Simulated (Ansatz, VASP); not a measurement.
# CdS: VASP beside Ansatz

Contents of INCAR:

```
SYSTEM = CdS
ALGO = Normal ; EDIFF = 1E-6
EDIFFG = -0.002 ; ENCUT = 520
GGA = PS ; IBRION = 2
ISIF = 2 ; ISMEAR = 0
LASPH = .TRUE. ; LCHARG = .FALSE.
LREAL = .FALSE. ; LWAVE = .FALSE.
NELM = 100 ; NSW = 60
PREC = Accurate ; SIGMA = 0.02
```

KPOINTS

```
k-points
0
G
  6 6 4
  0 0 0
```

File POSCAR:

```
CdS
1.0
    4.1662911580      0.0000000000      0.0000000000
   -2.0831455790      3.6081139824      0.0000000000
    0.0000000000      0.0000000000      6.6440435575
Cd S
2 2
Direct
    0.3333333333      0.6666666667     -0.0019109536
    0.6666666667      0.3333333333      0.4980890464
    0.3333333333      0.6666666667      0.3789109536
    0.6666666667      0.3333333333      0.8789109536
```

Input for Ansatz:

```yaml
crystal:
  lattice:
    - [4.166291158, 0.0, 0.0]
    - [-2.083145579, 3.6081139824, 0.0]
    - [0.0, 0.0, 6.6440435575]
  atoms:
    - { symbol: Cd, position: [0.3333333333, 0.6666666667, -0.0019109536] }
    - { symbol: Cd, position: [0.6666666667, 0.3333333333, 0.4980890464] }
    - { symbol: S, position: [0.3333333333, 0.6666666667, 0.3789109536] }
    - { symbol: S, position: [0.6666666667, 0.3333333333, 0.8789109536] }
basis:
  ecutwfc: 420
kpoints:
  mp_grid: { grid: [6, 6, 4] }
hamiltonian:
  xc: pbesol
  pseudopotentials: { kind: paw, azcp: { folder: soft_1 } }
scf:
  occupations: { method: gaussian, width: 0.02 }
output:
  forces: true
  stress: true
  eigenvalues: true
relax:
  adjacent_minimum: "off"
  f_tol: 0.002
  max_steps: 40
```

Change from the starting cell: strained cell.

Alike in both runs: task relaxation of the atoms; functional PBEsol; k mesh 6 × 6 × 4; occupations gaussian, width 0.02 eV; no spin polarisation.

|  | VASP | Ansatz |
| --- | --- | --- |
| version | VASP 6.6.1 | Ansatz 0.2.0 |
| potentials or method | VASP PAW PBE potentials, release 64 (Cd, S), cutoff 520 eV | scalar-relativistic, plane waves, PAW |
| valence electrons in the cell | 36 | 52 |

|  | VASP | Ansatz | Ansatz less VASP |
| --- | --- | --- | --- |
| gap on the k mesh at the Fermi level, each at its own relaxed structure (eV) | 1.09 | 1.09 | -0.003 |

VASP's potentials were made for PBE, not for PBEsol, and Ansatz warns of the same on its side. VASP's potentials hold 36 valence electrons a cell and Ansatz's 52, so a difference there can come from the potentials and not from the codes. Ansatz's warnings: stress scf threshold loose.
